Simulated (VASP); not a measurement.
# B7H18N7 in VASP: single point with PBE

Aim: the single point of B7H18N7 with PBE.

Program: VASP 6.6.1. These are calculated values, not measurements. Logs are shortened: lines on timing, memory, paths and dates and some standing lists are left out, and cuts for length are marked.

## (1) The cell of the first run

The cell holds a wire or tube with vacuum around it, 32 atoms: a = 14.000 Å, b = 13.800 Å, c = 6.278 Å, α = 90.00°, β = 90.00°, γ = 90.00°.

## (2) Single point, PBE

Contents of INCAR:

```
SYSTEM = B7H18N7
PREC = Accurate ; ENCUT = 520
EDIFF = 1E-7 ; ISMEAR = 0
SIGMA = 0.05 ; LREAL = Auto
LASPH = .TRUE. ; NELM = 80
ALGO = Normal ; ISIF = 2
LWAVE = .FALSE. ; LCHARG = .TRUE.
GGA = PE ; LELF = .TRUE.
LVHAR = .TRUE. ; NBANDS = 59
```

Contents of KPOINTS:

```
regular mesh
0
G
  1 1 6
  0 0 0
```

Contents of POSCAR:

```
B7H18N7
1.0
   14.0000000000      0.0000000000      0.0000000000
    0.0000000000     13.8000000000      0.0000000000
    0.0000000000      0.0000000000      6.2781594097
B N H
7 7 18
Direct
    0.4942758022      0.5000000000      0.0000000000
    0.3885774905      0.5000000000      0.3333333333
    0.5999741140      0.5000000000      0.6666666667
    0.5471249581      0.4071359476      0.3333333333
    0.4414266464      0.5928640524      0.6666666667
    0.5471249581      0.5928640524      0.3333333333
    0.4414266464      0.4071359476      0.6666666667
    0.4942758022      0.5000000000      0.2500000000
    0.3885774905      0.5000000000      0.5833333333
    0.5999741140      0.5000000000      0.9166666667
    0.5471249581      0.4071359476      0.5833333333
    0.4414266464      0.5928640524      0.9166666667
    0.5471249581      0.5928640524      0.5833333333
    0.4414266464      0.4071359476      0.9166666667
    0.3485081063      0.4295919615      0.2701513335
    0.3485081063      0.5704080385      0.2701513335
    0.6801128825      0.5000000000      0.6034846669
    0.3198871175      0.5000000000      0.6374893332
    0.6343193005      0.5603497473      0.9708226665
    0.6343193005      0.4396502527      0.9708226665
    0.5070555738      0.3367279091      0.2701513335
    0.6272637266      0.4071359476      0.2701513335
    0.4013572621      0.6632720909      0.6034846669
    0.5814701446      0.3467862003      0.6374893332
    0.4757718329      0.6532137997      0.9708226665
    0.3727362734      0.5928640524      0.9708226665
    0.5070555738      0.6632720909      0.2701513335
    0.6272637266      0.5928640524      0.2701513335
    0.4013572621      0.3367279091      0.6034846669
    0.5814701446      0.6532137997      0.6374893332
    0.4757718329      0.3467862003      0.9708226665
    0.3727362734      0.4071359476      0.9708226665
```

Potentials or basis: VASP PAW PBE potentials, release 64 (B, N, H).

The run is started by

```sh
> cat potpaw_PBE.64/B/POTCAR potpaw_PBE.64/N/POTCAR potpaw_PBE.64/H/POTCAR > POTCAR
> mpirun -np 1 vasp_std > vasp.out
```

OUTCAR:

```text
SYSTEM = B7H18N7
   PREC = Accurate
   ENCUT = 520
   EDIFF = 1E-7
   ISMEAR = 0
   LREAL = Auto
   LASPH = .TRUE.
   NELM = 80
   ISIF = 2
   GGA = PE

 ion  position               nearest neighbor table
   1  0.494  0.500  0.000-  12 1.57  14 1.57   8 1.57  10 1.57
   2  0.389  0.500  0.333-  15 1.19  16 1.19   8 1.57   9 1.57
   3  0.600  0.500  0.667-  17 1.19  10 1.57  13 1.57  11 1.57
   4  0.547  0.407  0.333-  22 1.19  21 1.19  11 1.57   8 1.57
   5  0.441  0.593  0.667-  23 1.19  13 1.57  12 1.57   9 1.57
   6  0.547  0.593  0.333-  28 1.19  27 1.19  13 1.57   8 1.57
   7  0.441  0.407  0.667-  29 1.19  11 1.57  14 1.57   9 1.57
   8  0.494  0.500  0.250-   2 1.57   1 1.57   4 1.57   6 1.57
   9  0.389  0.500  0.583-  18 1.02   2 1.57   7 1.57   5 1.57
  10  0.600  0.500  0.917-  19 1.02  20 1.02   3 1.57   1 1.57
  11  0.547  0.407  0.583-  24 1.02   7 1.57   4 1.57   3 1.57
  12  0.441  0.593  0.917-  26 1.02  25 1.02   1 1.57   5 1.57
  13  0.547  0.593  0.583-  30 1.02   5 1.57   6 1.57   3 1.57
  14  0.441  0.407  0.917-  32 1.02  31 1.02   1 1.57   7 1.57
  15  0.349  0.430  0.270-   2 1.19
  16  0.349  0.570  0.270-   2 1.19
  17  0.680  0.500  0.603-   3 1.19
  18  0.320  0.500  0.637-   9 1.02
  19  0.634  0.560  0.971-  10 1.02
  20  0.634  0.440  0.971-  10 1.02
[... 10 lines left out ...]
  31  0.476  0.347  0.971-  14 1.02
  32  0.373  0.407  0.971-  14 1.02

  LATTYP: Found a simple orthorhombic cell.
 ALAT       =     6.2781594097
 B/A-ratio  =     2.1980964642
 C/A-ratio  =     2.2299529347

  Lattice vectors:

 A1 = (   0.0000000000,   0.0000000000,  -6.2781594097)
 A2 = (   0.0000000000,  13.8000000000,   0.0000000000)
 A3 = (  14.0000000000,   0.0000000000,   0.0000000000)

Analysis of symmetry for initial positions (statically):
=====================================================================
 Subroutine PRICEL returns:
 Original cell was already a primitive cell.

 Routine SETGRP: Setting up the symmetry group for a
 simple orthorhombic supercell.

 Subroutine GETGRP returns: Found  2 space group operations
 (whereof  2 operations were pure point group operations)
 out of a pool of  8 trial point group operations.

The static configuration has the point symmetry C_1h.

Analysis of symmetry for dynamics (positions and initial velocities):
=====================================================================
 Subroutine PRICEL returns:
 Original cell was already a primitive cell.

 Routine SETGRP: Setting up the symmetry group for a
 simple orthorhombic supercell.

 Subroutine GETGRP returns: Found  2 space group operations
 (whereof  2 operations were pure point group operations)
 out of a pool of  8 trial point group operations.

The dynamic configuration has the point symmetry C_1h.

 Subroutine INISYM returns: Found  2 space group operations
 (whereof  2 operations are pure point group operations),
 and found     1 'primitive' translations

----------------------------------------------------------------------------------------

                                     Primitive cell

  volume of cell :    1212.9404

  direct lattice vectors                    reciprocal lattice vectors
    14.000000000  0.000000000  0.000000000     0.071428571  0.000000000  0.000000000
     0.000000000 13.800000000  0.000000000     0.000000000  0.072463768  0.000000000
     0.000000000  0.000000000  6.278159410     0.000000000  0.000000000  0.159282352

  length of vectors
    14.000000000 13.800000000  6.278159410     0.071428571  0.072463768  0.159282352

  position of ions in fractional coordinates (direct lattice)
     0.494275802  0.500000000  0.000000000
     0.388577490  0.500000000  0.333333333
     0.599974114  0.500000000  0.666666667
     0.547124958  0.407135948  0.333333333
     0.441426646  0.592864052  0.666666667
     0.547124958  0.592864052  0.333333333
[... 24 lines left out ...]
     0.475771833  0.346786200  0.970822666
     0.372736273  0.407135948  0.970822666

  ion indices of the primitive-cell ions
   primitive index   ion index
                 1           1
                 2           2
                 3           3
                 4           4
                 5           5
                 6           6
[... 24 lines left out ...]
                31          31
                32          32

----------------------------------------------------------------------------------------

 KPOINTS: regular mesh

Automatic generation of k-mesh.
 Grid dimensions read from file:
 generate k-points for:    1    1    6

 Generating k-lattice:

  Cartesian coordinates                     Fractional coordinates (reciprocal lattice)
     0.071428571  0.000000000  0.000000000     1.000000000  0.000000000  0.000000000
     0.000000000  0.072463768  0.000000000     0.000000000  1.000000000  0.000000000
     0.000000000  0.000000000  0.026547059     0.000000000  0.000000000  0.166666667

  Length of vectors
     0.071428571  0.072463768  0.026547059

  Shift w.r.t. Gamma in fractional coordinates (k-lattice)
     0.000000000  0.000000000  0.000000000

 Subroutine IBZKPT returns following result:
 ===========================================

 Found      4 irreducible k-points:

 Following reciprocal coordinates:
            Coordinates               Weight
  0.000000  0.000000  0.000000      1.000000
  0.000000  0.000000  0.166667      2.000000
  0.000000  0.000000  0.333333      2.000000
  0.000000  0.000000  0.500000      1.000000
   k-points           NKPTS =      4   k-points in BZ     NKDIM =      4   number of bands    NBANDS=     59
   number of dos      NEDOS =    301   number of ions     NIONS =     32
   total plane-waves  NPLWV = 559872
   dimension x,y,z NGX =   108 NGY =  108 NGZ =   48
   dimension x,y,z NGXF=   216 NGYF=  216 NGZF=   96
   ions per type =               7   7  18
   NGX,Y,Z   is equivalent  to a cutoff of  12.82, 13.01, 12.71 a.u.
   NGXF,Y,Z  is equivalent  to a cutoff of  25.65, 26.02, 25.42 a.u.
 SYSTEM =  B7H18N7
   PREC   = accura    normal or accurate (medium, high low for compatibility)
   ISTART =      0    job   : 0-new  1-cont  2-samecut
   ICHARG =      2    charge: 1-file 2-atom 10-const
   ISPIN  =      1    spin polarized calculation?
   LNONCOLLINEAR =      F non collinear calculations
   LSORBIT =      F    spin-orbit coupling
   LASPH  =      T    aspherical Exc in radial PAW
   ENCUT  =  520.0 eV  38.22 Ry    6.18 a.u.  26.03 25.66 11.67*2*pi/ulx,y,z
   NELM   =     80;   NELMIN=  2; NELMDL= -5     # of ELM steps
   EDIFF  = 0.1E-06   stopping-criterion for ELM
   LREAL  =      T    real-space projection
   EDIFFG = 0.1E-05   stopping-criterion for IOM
   NSW    =      0    number of steps for IOM
   IBRION =     -1    ionic relax: 0-MD 1-quasi-New 2-CG
   NFREE  =      0    steps in history (QN), initial steepest desc. (CG)
   ISIF   =      2    stress and relaxation
   ISYM   =      2    0-nonsym 1-usesym 2-fastsym
   POTIM  = 0.5000    time-step for ionic-motion
   TEBEG  =    0.0;   TEEND  =   0.0 temperature during run
   PSTRESS=    0.0 pullay stress
   NELECT =      74.0000    total number of electrons
   NUPDOWN=      -1.0000    fix difference up-down
   EMIN   =  10.00;   EMAX   =-10.00  energy-range for DOS
   EFERMI =   0.00;   METHOD = LEGACY
   ISMEAR =     0;   SIGMA  =   0.05  broadening in eV -4-tet -1-fermi 0-gaus
   EFERMI_NEDOS =   21; number of points for ismear=-14 and -15
   IALGO  =     38    algorithm
   IMIX   =      4    mixing-type and parameters
     AMIX     =   0.40;   BMIX     =  1.00
     AMIX_MAG =   1.60;   BMIX_MAG =  1.00
  volume/ion in A,a.u.               =      37.90       255.79
  Fermi-wavevector in a.u.,A,eV,Ry     =   0.644474  1.217880  5.651140  0.415347
  Thomas-Fermi vector in A             =   1.711814
   LORBIT       =      0    0 simple, 1 ext, 2 COOP (PROOUT), +10 PAW based schemes
   GGA     = PE    functional components
   LHFCALC =     F    Hartree Fock is set to
   AEXX    =    0.0000 exact exchange contribution
   IVDW    =     0    specifies the selected vdW correction
   LEPSILON=     F    determine dielectric tensor
   LRPA    =     F    only Hartree local field effects (RPA)
 non-spin polarized calculation
 Gauss-broadening in eV      SIGMA  =   0.05
  energy-cutoff  :      520.00
  volume of cell :     1212.94
 maximum number of plane-waves:     32709
 NGX is ok and might be reduce to   108
   NGX = 53   NGY = 51   NGZ = 23

 number of electron      73.9999998 magnetization

 Free energy of the ion-electron system (eV)
  ---------------------------------------------------
  ext. energy  EPLUGINS =         0.00000000
  ---------------------------------------------------
  free energy    TOTEN  =      -180.74780390 eV

  energy without entropy =     -180.74780390  energy(sigma->0) =     -180.74780390

 E-fermi :  -4.3776     XC(G=0):  -2.2252

 val. band max:       -4.6601774760   @ k =   0.0000   0.0000   0.5000
 cond. band min:      -0.1264287993   @ k =   0.0000   0.0000   0.0000
 fundamental gap:      4.5337486767
 Fermi energy:        -4.3775988060

 k-point     1 :       0.0000    0.0000    0.0000
  band No.  band energies     occupation
      1     -23.1619      2.00000
      2     -21.7628      2.00000
      3     -21.7601      2.00000
      4     -21.1696      2.00000
      5     -20.2431      2.00000
      6     -20.2402      2.00000
[... 41 lines left out ...]
     48       2.4337      0.00000
     49       2.4775      0.00000

 k-point     2 :       0.0000    0.0000    0.1667
  band No.  band energies     occupation
      1     -23.1401      2.00000
      2     -21.7599      2.00000
      3     -21.7572      2.00000
      4     -21.2620      2.00000
      5     -20.2478      2.00000
      6     -20.2449      2.00000
[... 41 lines left out ...]
     48       2.3603      0.00000
     49       2.3791      0.00000

 k-point     3 :       0.0000    0.0000    0.3333
  band No.  band energies     occupation
      1     -23.0929      2.00000
      2     -21.7541      2.00000
      3     -21.7514      2.00000
      4     -21.4309      2.00000
      5     -20.2574      2.00000
      6     -20.2545      2.00000
[... 41 lines left out ...]
     48       2.2812      0.00000
     49       2.2986      0.00000

 k-point     4 :       0.0000    0.0000    0.5000
  band No.  band energies     occupation
      1     -23.0671      2.00000
      2     -21.7512      2.00000
      3     -21.7484      2.00000
      4     -21.5103      2.00000
      5     -20.2622      2.00000
      6     -20.2592      2.00000
[... 41 lines left out ...]
     48       2.2549      0.00000
     49       2.2954      0.00000
 [bands above 49 left out]

------------------------ aborting loop because EDIFF is reached ----------------------------------------

  FORCE on cell =-STRESS in cart. coord.  units (eV):
  Direction    XX          YY          ZZ          XY          YZ          ZX
  --------------------------------------------------------------------------------------
  -------------------------------------------------------------------------------------
  Total        4.7939414      4.7855423      8.2737191      0.0000000      0.0000000     -0.0039820
  in kB        6.3323344      6.3212401     10.9287853      0.0000000      0.0000000     -0.0052598
  external PRESSURE =       7.8607866 kB  Pullay stress =       0.0000000 kB

 VOLUME and BASIS-vectors are now :
 -----------------------------------------------------------------------------
  energy-cutoff  :      520.00
  volume of cell :     1212.94
      direct lattice vectors                 reciprocal lattice vectors
    14.000000000  0.000000000  0.000000000     0.071428571  0.000000000  0.000000000
     0.000000000 13.800000000  0.000000000     0.000000000  0.072463768  0.000000000
     0.000000000  0.000000000  6.278159410     0.000000000  0.000000000  0.159282352

 POSITION                                       TOTAL-FORCE (eV/Angst)
 -----------------------------------------------------------------------------------
      6.91986      6.90000      0.00000        -0.005600      0.000000      2.518479
      5.44008      6.90000      2.09272         0.157854      0.000000     -0.272036
      8.39964      6.90000      4.18544         0.740613      0.000000     -0.659022
      7.65975      5.61848      2.09272        -0.083585      0.138529     -0.271701
      6.17997      8.18152      4.18544        -0.371817      0.643473     -0.659377
      7.65975      8.18152      2.09272        -0.083585     -0.138529     -0.271701
[... 24 lines left out ...]
      6.66081      4.78565      6.09498        -0.263006     -0.144997      0.479650
      5.21831      5.61848      6.09498         0.004572     -0.299533      0.479670
 -----------------------------------------------------------------------------------
    total drift:                                0.007529      0.000000     -0.000789

  FREE ENERGIE OF THE ION-ELECTRON SYSTEM (eV)
  ---------------------------------------------------
  free  energy   TOTEN  =      -180.7478039012 eV

  energy  without entropy=     -180.7478039012  energy(sigma->0) =     -180.74780390
```

It took 28 min on 1 thread of Intel Xeon 8259CL, shared host; peak memory 1.1 GiB.

Results:

* Free energy: -180.7478 eV
* Largest force: 2.518 eV/Å
* Band gap on the k mesh: 4.53 eV (least direct gap 4.62 eV)

Forces on the atoms (eV/Å):
```
B   -0.006  0.000  2.518
B    0.158  0.000 -0.272
B    0.741  0.000 -0.659
B   -0.084  0.139 -0.272
B   -0.372  0.643 -0.659
B   -0.084 -0.139 -0.272
B   -0.372 -0.643 -0.659
N    0.004  0.000  0.041
N    1.240  0.000  0.589
N   -1.160  0.000 -0.998
N   -0.615  1.072  0.588
N    0.582 -1.006 -0.997
N   -0.615 -1.072  0.588
N    0.582  1.006 -0.997
H   -0.504 -0.709 -0.113
H   -0.504  0.709 -0.113
H    0.641  0.000 -0.056
H   -0.122  0.000 -0.191
H    0.256 -0.154  0.480
H    0.256  0.154  0.480
H   -0.362 -0.792 -0.113
H    0.869 -0.082 -0.113
H   -0.319  0.553 -0.056
H    0.060 -0.105 -0.191
H   -0.263  0.145  0.480
H    0.005  0.300  0.480
H   -0.362  0.792 -0.113
H    0.869  0.082 -0.113
H   -0.319 -0.553 -0.056
H    0.060  0.105 -0.191
H   -0.263 -0.145  0.480
H    0.005 -0.300  0.480
```
